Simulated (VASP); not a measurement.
Here is a VASP 6.6.1 calculation.

File INCAR:

```
SYSTEM = Sc
PREC = Accurate
ENCUT = 520
EDIFF = 1E-7
ISMEAR = -1
SIGMA = 0.05
LREAL = .False.
LASPH = .True.
NELM = 60
ALGO = Normal
ISIF = 2
LWAVE = .False.
LCHARG = .True.
GGA = PE
LELF = .True.
LVHAR = .True.
NBANDS = 12
```

The input KPOINTS:

```
regular mesh
0
Gamma
  10 10 10
  0 0 0
```

File POSCAR:

```
Sc
1.0
    0.0000000000      2.2600000000      2.2600000000
    2.2600000000      0.0000000000      2.2600000000
    2.2600000000      2.2600000000      0.0000000000
Sc
1
Direct
    0.0000000000      0.0000000000      0.0000000000
```

Potentials or basis: VASP PAW PBE potentials, release 64 (Sc_sv).

Run with:

```sh
$ cat potpaw_PBE.64/Sc_sv/POTCAR > POTCAR
$ mpirun -np 1 vasp_std > vasp.out
```

(1) Estimate the pressure.

Answers

(1) 3.8 GPa.
